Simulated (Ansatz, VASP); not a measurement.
## TiO2: VASP beside Ansatz

```
Ti O
1.0
     4.59400    0.00000    0.00000
     0.00000    4.59400    0.00000
     0.00000    0.00000    2.98859
Ti O
2 4
Cartesian
  0.0000 0.0000 0.0000
  2.2970 2.2970 1.4943
  1.3985 1.3985 0.0000
  0.8985 3.6955 1.4943
  3.1955 3.1955 0.0000
  3.6955 0.8985 1.4943
```

Change from the starting cell: z stretched by +1 %, ions relaxed.

Alike in both runs: functional PBE; k mesh 7 × 7 × 10; occupations fermi-dirac, width 0.02 eV; no spin polarisation.

Ansatz relaxed the structure, and its values are those at the end. VASP's run is a single point on that final structure, the one shown.

|  | VASP | Ansatz |
| --- | --- | --- |
| version | VASP 6.6.1 | Ansatz 0.2.0 |
| potentials or method | VASP PAW PBE potentials, release 64 (Ti_sv, O) | plane-wave PAW, scalar-relativistic |
| plane-wave cutoff (eV) | 520 | 420 |
| valence electrons in the cell | 48 | 48 |

VASP gave:

| Item | Value |
| --- | --- |
| gap on the k mesh at the Fermi level (eV) | 1.81 |
| pressure (GPa) | 2.7 |
| rms of the force components (eV/Å) | 0.003 |

Problem. Which values does Ansatz return?

Solution. gap on the k mesh at the Fermi level (eV): 1.83; pressure (GPa): 2.1; rms of the force components (eV/Å): 0.013.

The functional is the same, so the differences come from potentials, cutoffs and numerics. Ansatz's warnings: stress scf threshold loose.
